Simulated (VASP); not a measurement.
## BaZnSbF: single point with PBE

BaZnSbF:

```xyz
8
Lattice="4.4442 0.0000 0.0000 0.0000 4.4442 0.0000 0.0000 0.0000 9.7918" Properties=species:S:1:pos:R:3 pbc="T T T"
Ba    3.3332    3.3332    3.4349
Ba    1.1111    1.1111    6.3569
F     1.1111    3.3332    4.8959
F     3.3332    1.1111    4.8959
Zn    1.1111    3.3332    0.0000
Zn    3.3332    1.1111    0.0000
Sb    1.1111    1.1111    1.6258
Sb    3.3332    3.3332    8.1660
```

| Item | Value |
| --- | --- |
| Program | VASP 6.6.1 |
| Task | single point |
| Functional | PBE |
| Potentials or basis | VASP PAW PBE potentials, release 64 (Ba_sv, F, Zn, Sb) |
| Cutoff | 520 eV |
| k mesh | 6 × 6 × 3 |
| Occupations | methfessel-paxton, width 0.012 eV |
| Spin | no spin polarisation |
| Dipole correction | no |
| Further INCAR settings | ALGO = Normal; EDIFF = 1e-06; NBANDS = 44 |

The pressure is 1.8 GPa. The largest force is 0.230 eV/Å and the band gap on the k mesh is zero (band 34 reaches 4.06 eV, above the bottom of band 35 at 4.05 eV).

Forces in eV/Å, atoms in the order of the input:
```
Ba   0.000  0.000 -0.230
Ba   0.000  0.000  0.230
F    0.000  0.000  0.000
F    0.000  0.000  0.000
Zn   0.000  0.000  0.000
Zn   0.000  0.000  0.000
Sb   0.000  0.000  0.106
Sb   0.000  0.000 -0.106
```

Stress tensor (GPa, compression positive):
```
1.91 0.00 0.00
0.00 1.91 0.00
0.00 0.00 1.64
```

Levels at points of the mesh, in eV from the Fermi level:
| k point | band 32 | band 33 | band 34 | band 35 | band 36 | band 37 |
| --- | --- | --- | --- | --- | --- | --- |
| (0.00, 0.00, 0.00) | -0.80 | -0.47 | 0.01 | 0.01 | 1.28 | 2.01 |
| (0.50, 0.00, 0.00) | -1.38 | -0.82 | -0.82 | 1.48 | 1.48 | 2.33 |
| (0.50, 0.50, 0.00) | -2.58 | -2.48 | -2.48 | 1.73 | 1.73 | 1.86 |

Wall time 4.9 min on 1 thread of Oxide Virtual Turin-like Processor, on a shared host, peak memory 0.38 GiB.

Caveat: spin-orbit coupling is left out, which moves the levels of the heavy elements.
